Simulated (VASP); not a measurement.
# TaN (P6/mmm) in VASP: settings compared, part 2 of 2

VASP 6.6.1. Earlier steps stand in the parts before.

## (4) Single point, RPBE

This run uses another cell than the first one, of 11.84 Å³/atom, 1.047 times its volume.

The input, INCAR:

```
SYSTEM = TaN
PREC     = Accurate       ! precision mode
ENCUT    = 520            ! plane-wave cutoff, eV
EDIFF    = 1E-6           ! SCF threshold, eV
ISMEAR   = -1             ! smearing method
SIGMA    = 0.05           ! smearing width, eV
LREAL    = .FALSE.        ! projectors in reciprocal space
LASPH    = .TRUE.         ! aspherical terms in the spheres
NELM     = 60             ! most SCF steps
ALGO     = Normal         ! electronic algorithm
ISIF     = 2              ! what is computed and relaxed
LWAVE    = .FALSE.        ! write WAVECAR
LCHARG   = .FALSE.        ! write CHGCAR
GGA      = RP             ! functional
NBANDS   = 33             ! bands
```

The input, KPOINTS:

```
Automatic mesh
0
G
  6 6 9
  0 0 0
```

The input, POSCAR:

```
TaN
1.0
    5.2806492885      0.0000000000      0.0000000000
   -2.6403246443      4.5731764323      0.0000000000
    0.0000000000      0.0000000000      2.9420607788
Ta N
3 3
Direct
    0.6666666667      0.3333333333      0.5000000000
    0.3333333333      0.6666666667      0.5000000000
    0.0000000000      0.0000000000      0.0000000000
    0.0000000000      0.5000000000      0.0000000000
    0.5000000000      0.5000000000      0.0000000000
    0.5000000000      0.0000000000      0.0000000000
```

Potentials or basis: VASP PAW PBE potentials, release 64 (Ta_pv, N).

The run is started by

```sh
cat potpaw_PBE.64/Ta_pv/POTCAR potpaw_PBE.64/N/POTCAR > POTCAR
mpirun -np 1 vasp_std > vasp.out
```

OUTCAR:

```text
SYSTEM = TaN
   PREC = Accurate
   ENCUT = 520
   EDIFF = 1E-6
   ISMEAR = -1
   LREAL = .FALSE.
   LASPH = .TRUE.
   NELM = 60
   ISIF = 2
   GGA = RP

 ion  position               nearest neighbor table
   1  0.667  0.333  0.500-   4 2.12   4 2.12   6 2.12   6 2.12   5 2.12   5 2.12   2 3.05   2 3.05
                             2 3.05   3 3.39   3 3.39   3 3.39   3 3.39   3 3.39   3 3.39
   2  0.333  0.667  0.500-   4 2.12   4 2.12   6 2.12   6 2.12   5 2.12   5 2.12   1 3.05   1 3.05
                             1 3.05   3 3.39   3 3.39   3 3.39   3 3.39   3 3.39   3 3.39
   3  0.000  0.000  0.000-   5 2.64   5 2.64   6 2.64   6 2.64   4 2.64   4 2.64   2 3.39   2 3.39
                             1 3.39   1 3.39   2 3.39   1 3.39   2 3.39   1 3.39   2 3.39   1 3.39
   4  0.000  0.500  0.000-   1 2.12   2 2.12   1 2.12   2 2.12   3 2.64   3 2.64
   5  0.500  0.500  0.000-   1 2.12   2 2.12   1 2.12   2 2.12   3 2.64   3 2.64
   6  0.500  0.000  0.000-   1 2.12   2 2.12   1 2.12   2 2.12   3 2.64   3 2.64

  LATTYP: Found a hexagonal cell.
 ALAT       =     5.2806492885
 C/A-ratio  =     0.5571399686

  Lattice vectors:

 A1 = (   5.2806492885,   0.0000000000,   0.0000000000)
 A2 = (  -2.6403246443,   4.5731764323,   0.0000000000)
 A3 = (   0.0000000000,   0.0000000000,   2.9420607788)

Analysis of symmetry for initial positions (statically):
=====================================================================
 Subroutine PRICEL returns:
 Original cell was already a primitive cell.

 Routine SETGRP: Setting up the symmetry group for a
 hexagonal supercell.

 Subroutine GETGRP returns: Found 24 space group operations
 (whereof 24 operations were pure point group operations)
 out of a pool of 24 trial point group operations.

The static configuration has the point symmetry D_6h.

Analysis of symmetry for dynamics (positions and initial velocities):
=====================================================================
 Subroutine PRICEL returns:
 Original cell was already a primitive cell.

 Routine SETGRP: Setting up the symmetry group for a
[... 132 lines left out ...]
   IMIX   =      4    mixing-type and parameters
     AMIX     =   0.40;   BMIX     =  1.00
     AMIX_MAG =   1.60;   BMIX_MAG =  1.00
  volume/ion in A,a.u.               =      11.84        79.91
  Fermi-wavevector in a.u.,A,eV,Ry     =   1.436491  2.714575 28.075712  2.063507
  Thomas-Fermi vector in A             =   2.555673
   LORBIT       =      0    0 simple, 1 ext, 2 COOP (PROOUT), +10 PAW based schemes
   GGA     = RP    functional components
   LHFCALC =     F    Hartree Fock is set to
   AEXX    =    0.0000 exact exchange contribution
   IVDW    =     0    specifies the selected vdW correction
   LEPSILON=     F    determine dielectric tensor
   LRPA    =     F    only Hartree local field effects (RPA)
 non-spin polarized calculation
  energy-cutoff  :      520.00
  volume of cell :       71.05
 maximum number of plane-waves:      1948
 NGX is ok and might be reduce to    40
   NGX = 19   NGY = 19   NGZ = 11

 number of electron      48.0000005 magnetization

 Free energy of the ion-electron system (eV)
  ---------------------------------------------------
  ext. energy  EPLUGINS =         0.00000000
  ---------------------------------------------------
  free energy    TOTEN  =       -61.78354373 eV

  energy without entropy =      -61.77775915  energy(sigma->0) =      -61.78065144

 E-fermi :   7.6817     XC(G=0): -12.7252

 val. band max:        7.6717914720   @ k =   0.0000   0.0000   0.2222
 cond. band min:       7.8441135429   @ k =   0.3333   0.0000   0.2222
 fundamental gap:      0.1723220710
 Fermi energy:         7.6816929803

 k-point     1 :       0.0000    0.0000    0.0000
  band No.  band energies     occupation
      1     -28.4614      2.00000
      2     -28.4614      2.00000
      3     -28.1247      2.00000
      4     -28.1247      2.00000
      5     -27.9126      2.00000
      6     -27.8052      2.00000
[... 853 lines left out ...]
     32      11.2850      0.00000
     33      11.8594      0.00000

 [... further k-points ...]
[... 5 lines left out ...]
  --------------------------------------------------------------------------------------
  -------------------------------------------------------------------------------------
  Total        0.2379040      0.2379040      0.3502693     -0.0000000      0.0000000     -0.0000000
  in kB        5.3648229      5.3648229      7.8987018     -0.0000000      0.0000000     -0.0000000
  external PRESSURE =       6.2094492 kB  Pullay stress =       0.0000000 kB

 VOLUME and BASIS-vectors are now :
 -----------------------------------------------------------------------------
  energy-cutoff  :      520.00
  volume of cell :       71.05
      direct lattice vectors                 reciprocal lattice vectors
     5.280649289  0.000000000  0.000000000     0.189370652  0.109333197  0.000000000
    -2.640324644  4.573176432  0.000000000     0.000000000  0.218666394  0.000000000
     0.000000000  0.000000000  2.942060779     0.000000000  0.000000000  0.339897805

 POSITION                                       TOTAL-FORCE (eV/Angst)
 -----------------------------------------------------------------------------------
      2.64032      1.52439      1.47103        -0.000000      0.000000      0.000000
     -0.00000      3.04878      1.47103         0.000000     -0.000000      0.000000
      0.00000      0.00000      0.00000        -0.000000      0.000000      0.000000
     -1.32016      2.28659      0.00000        -0.000000      0.000000      0.000000
      1.32016      2.28659      0.00000        -0.000000      0.000000      0.000000
      2.64032      0.00000      0.00000        -0.000000      0.000000      0.000000
 -----------------------------------------------------------------------------------
    total drift:                               -0.000000      0.000000     -0.000000

  FREE ENERGIE OF THE ION-ELECTRON SYSTEM (eV)
  ---------------------------------------------------
  free  energy   TOTEN  =       -61.7835437290 eV

  energy  without entropy=      -61.7777591544  energy(sigma->0) =      -61.78065144
```

It took 47 s on 1 thread of Intel Xeon Platinum 8559C (Emerald Rapids), shared host; peak memory 0.22 GiB.

Results:

| Quantity | Value |
| --- | --- |
| Free energy | -61.7835 eV |
| Pressure | 0.6 GPa |
| Band gap on the k mesh | zero (band 24 reaches 8.59 eV, above the bottom of band 25 at 6.68 eV) |

Levels at points of the mesh, in eV from the Fermi level:
| k point | band 20 | band 21 | band 22 | band 23 | band 24 | band 25 | band 26 | band 27 | band 28 | band 29 |
| --- | --- | --- | --- | --- | --- | --- | --- | --- | --- | --- |
| (0.00, 0.00, 0.00) | -2.85 | -2.85 | -2.26 | -1.86 | -1.01 | -1.01 | 0.99 | 0.99 | 1.23 | 2.14 |
| (0.50, 0.00, 0.00) | -4.30 | -3.13 | -2.76 | -1.53 | -0.55 | 1.40 | 1.88 | 1.91 | 2.30 | 2.50 |

Caveat: the PAW data sets were made with another functional, which shifts forces and pressure a little; spin-orbit coupling is left out, which moves the levels of the heavy elements.

## (5) Relaxation of cell and atoms, RPBE

The input, INCAR:

```
ALGO     = Normal         # electronic algorithm
EDIFF    = 1E-6           # SCF threshold, eV
EDIFFG   = -0.01          # ionic threshold
ENCUT    = 600            # plane-wave cutoff, eV
GGA      = RP             # functional
IBRION   = 2              # ionic algorithm
ISIF     = 3              # what is computed and relaxed
ISMEAR   = -1             # smearing method
LASPH    = T              # aspherical terms in the spheres
LCHARG   = F              # write CHGCAR
LREAL    = F              # projectors in reciprocal space
LWAVE    = F              # write WAVECAR
NELM     = 60             # most SCF steps
NSW      = 60             # ionic steps
PREC     = Accurate       # precision mode
SIGMA    = 0.05           # smearing width, eV
```

The input, KPOINTS:

```
k-points
0
Gamma
  6 6 9
```

Changes to POSCAR since step 4:

```diff
@@ -2,5 +2,5 @@
 1.0
-    5.2806492885      0.0000000000      0.0000000000
-   -2.6403246443      4.5731764323      0.0000000000
-    0.0000000000      0.0000000000      2.9420607788
+    5.1910000000      0.0000000000      0.0000000000
+   -2.5955000000      4.4955378710      0.0000000000
+    0.0000000000      0.0000000000      2.9080000000
 Ta N
```

The run is started by

```sh
cat potpaw_PBE.64/Ta_pv/POTCAR potpaw_PBE.64/N/POTCAR > POTCAR
mpirun -np 1 vasp_std > vasp.out
```

Wall time 4.3 min (1 thread of Intel Xeon Platinum 8559C (Emerald Rapids), shared host); peak memory 0.25 GiB.

The run converged. Its results:

```
Free energy                            : -61.7848 eV
Relaxed volume                         : 11.87 Å³/atom
Relaxed cell                           : a = 5.284 Å, b = 5.284 Å, c = 2.944 Å, α = 90.00°, β = 90.00°, γ = 120.00°
Space group after relaxing (to 0.05 Å) : P6/mmm (No. 191)
Energy gained by relaxing              : 24.3 meV/atom
Ionic steps                            : 10
Pressure after relaxing                : 0.0 GPa
Band gap on the k mesh                 : zero (band 24 reaches 8.57 eV, above the bottom of band 25 at 6.66 eV)
```

Step by step:
```tsv
step	energy change (eV)	largest force (eV/Å)	pressure (GPa)	volume (Å³)
1	0.0000	0.0000	14.87	67.86
2	0.5101	0.0000	-23.93	78.70
3	-0.1409	0.0000	-0.32	71.12
4	-0.1411	0.0000	0.13	71.00
5	-0.1411	0.0000	0.40	70.94
6	-0.1457	0.0000	0.23	71.18
7	-0.1458	0.0000	0.24	71.14
8	-0.1458	0.0000	0.26	71.14
9	-0.1457	0.0000	-0.41	71.30
10	-0.1458	0.0000	0.00	71.20
```

Final structure:
```yaml
crystal:
  lattice:
    - [5.28396, 0.00000, 0.00000]
    - [-2.64198, 4.57604, 0.00000]
    - [0.00000, 0.00000, 2.94444]
  atoms:
    - { symbol: Ta, position: [0.66667, 0.33333, 0.50000] }
    - { symbol: Ta, position: [0.33333, 0.66667, 0.50000] }
    - { symbol: Ta, position: [0.00000, 0.00000, 0.00000] }
    - { symbol: N, position: [0.00000, 0.50000, 0.00000] }
    - { symbol: N, position: [0.50000, 0.50000, 0.00000] }
    - { symbol: N, position: [0.50000, 0.00000, 0.00000] }
```

Levels at points of the mesh, in eV from the Fermi level:
```tsv
k point	band 20	band 21	band 22	band 23	band 24	band 25	band 26	band 27	band 28
(0.00, 0.00, 0.00)	-2.84	-2.84	-2.25	-1.86	-1.00	-1.00	0.98	0.98	1.23
(0.50, 0.00, 0.00)	-4.30	-3.12	-2.75	-1.53	-0.54	1.39	1.87	1.90	2.29
```

Caveat: the PAW data sets were made with another functional, which shifts forces and pressure a little; spin-orbit coupling is left out, which moves the levels of the heavy elements. RPBE and its kin give volumes clearly too large for solids.

## (6) Summary

```csv
task,level,cell,cutoff (eV),gap on the mesh (eV),pressure (GPa)
single point,RPBE,"a = 5.191, b = 5.191, c = 2.908 Å, angles 90.0, 90.0, 120.0°, 6 atoms",520,none,14.9
single point,revPBE,"a = 5.191, b = 5.191, c = 2.908 Å, angles 90.0, 90.0, 120.0°, 6 atoms",520,none,13.7
single point,RPBE,"a = 5.281, b = 5.281, c = 2.942 Å, angles 90.0, 90.0, 120.0°, 6 atoms",520,none,0.6
relaxation of cell and atoms,RPBE,"relaxed from a = 5.191, b = 5.191, c = 2.908 Å, angles 90.0, 90.0, 120.0°, 6 atoms",600,none,0.0
```

Alike in all rows: potentials or basis VASP PAW PBE potentials, release 64 (Ta_pv, N); no spin polarisation; k mesh 6 × 6 × 9; smearing fermi-dirac 0.05 eV.

Caveats: the PAW data sets were made with another functional, which shifts forces and pressure a little; spin-orbit coupling is left out, which moves the levels of the heavy elements.

Absolute energies hang on the potentials; compare differences alone.
